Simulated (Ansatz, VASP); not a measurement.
# CuO: VASP beside Ansatz

INCAR

```
SYSTEM = CuO
PREC     = Accurate       ! precision mode
ENCUT    = 520            ! plane-wave cutoff, eV
EDIFF    = 1E-6           ! SCF threshold, eV
ISMEAR   = -1             ! smearing method
SIGMA    = 0.05           ! smearing width, eV
LREAL    = .False.        ! projectors in reciprocal space
LASPH    = .True.         ! aspherical terms in the spheres
NELM     = 80             ! most SCF steps
ALGO     = Normal         ! electronic algorithm
ISIF     = 2              ! what is computed and relaxed
LWAVE    = .False.        ! write WAVECAR
LCHARG   = .False.        ! write CHGCAR
GGA      = PE             ! functional
NBANDS   = 34             ! bands
```

File KPOINTS:

```
regular mesh
0
Gamma
  4 4 4
  0 0 0
```

POSCAR

```
CuO
1.0
    4.1609370000      0.0000000000      0.0000000000
    0.0000000000      4.1609370000      0.0000000000
    0.0000000000      0.0000000000      3.8876430000
Cu O
3 3
Direct
    0.9775528800      0.9881666000      0.9603305800
    0.0396695900      0.5261100300      0.5181672900
    0.4811597400      0.9934184900      0.5059234600
    0.0110367000      0.5028174100      0.9754800000
    0.4613573800      0.9887535000      0.9867417100
    0.0292236900      0.0007339600      0.5533569500
```

File input.yaml:

```yaml
crystal:
  lattice:
    - [4.160937, 0.0, 0.0]
    - [0.0, 4.160937, 0.0]
    - [0.0, 0.0, 3.887643]
  atoms:
    - { symbol: Cu, position: [0.97755288, 0.9881666, 0.96033058] }
    - { symbol: Cu, position: [0.03966959, 0.52611003, 0.51816729] }
    - { symbol: Cu, position: [0.48115974, 0.99341849, 0.50592346] }
    - { symbol: O, position: [0.0110367, 0.50281741, 0.97548] }
    - { symbol: O, position: [0.46135738, 0.9887535, 0.98674171] }
    - { symbol: O, position: [0.02922369, 0.00073396, 0.55335695] }
hamiltonian:
  xc: pbe
  pseudopotentials: { kind: paw }
kpoints:
  mp_grid: { grid: [4, 4, 4] }
scf:
  occupations: { method: fermi_dirac, width: 0.05 }
output:
  forces: true
  stress: true
  eigenvalues: true
```

Alike in both runs: task single point; functional PBE; k mesh 4 × 4 × 4; occupations fermi-dirac, width 0.05 eV; no spin polarisation.

```csv
,VASP,Ansatz
version,VASP 6.6.1,Ansatz 0.2.0
potentials or method,"VASP PAW PBE potentials, release 64 (Cu, O)",Ansatz PAW
plane-wave cutoff (eV),520,420
valence electrons in the cell,51,75
```

```csv
,VASP,Ansatz,Ansatz less VASP
gap on the k mesh at the Fermi level (eV),none,none,-
pressure (GPa),17.3,16.6,-0.70
"traceless stress, the component that is largest in VASP (GPa)",15.38,14.59,-0.790
rms of the force components (eV/Å),3.456,3.381,-0.0750
```

Atom by atom the forces differ by 0.080 eV/Å (rms over components). A gap of «none» marks a metal or a gap that the smearing closes. VASP's potentials hold 51 valence electrons a cell and Ansatz's 75, so a difference there can come from the potentials and not from the codes.

The k mesh is coarse, so the values compare programs but aren't converged.
